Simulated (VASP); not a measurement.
In2SiH2, 5 atoms in the cell. Symmetry: P6/mmm, No. 191, hexagonal system. Conventional cell: a = 5.248 Å, b = 5.248 Å, c = 3.784 Å, α = 90.00°, β = 90.00°, γ = 120.00°. Within 2.5 Å of In (site symmetry -6m2) lie 2 H at 1.89 Å. Within 4.0 Å of Si (site symmetry 6/mmm) lie 6 In at 3.03 Å and 12 H at 3.57 Å and 2 Si at 3.78 Å. H (site symmetry -6m2) has 2 In at 1.89 Å within 2.5 Å. 

```yaml
Program: VASP 6.6.1
Task: single point
Functional: PBE
Potentials_or_basis: VASP PAW PBE potentials, release 64 (In_d, Si, H)
Cutoff: 500 eV
k_mesh: 3 × 3 × 3
Occupations: gaussian, width 0.15 eV
Spin: no spin polarisation
Dipole_correction: no
Further_INCAR_settings: ALGO = Normal; EDIFF = 1e-06; NBANDS = 24
```

Potentials or basis: VASP PAW PBE potentials, release 64 (In_d, Si, H).

Launch:

```console
$ cat potpaw_PBE.64/In_d/POTCAR potpaw_PBE.64/Si/POTCAR potpaw_PBE.64/H/POTCAR > POTCAR
$ mpirun -np 1 vasp_std > vasp.out
```

Hardware: 1 thread of Intel Xeon 8259CL, on a shared host.

Question: How long does it take, and how much memory?

Answer: It took 30 s on 1 thread of Intel Xeon 8259CL, with other jobs on the host, peak memory 0.2 GiB. Counts: scf iterations 13, k points 6.
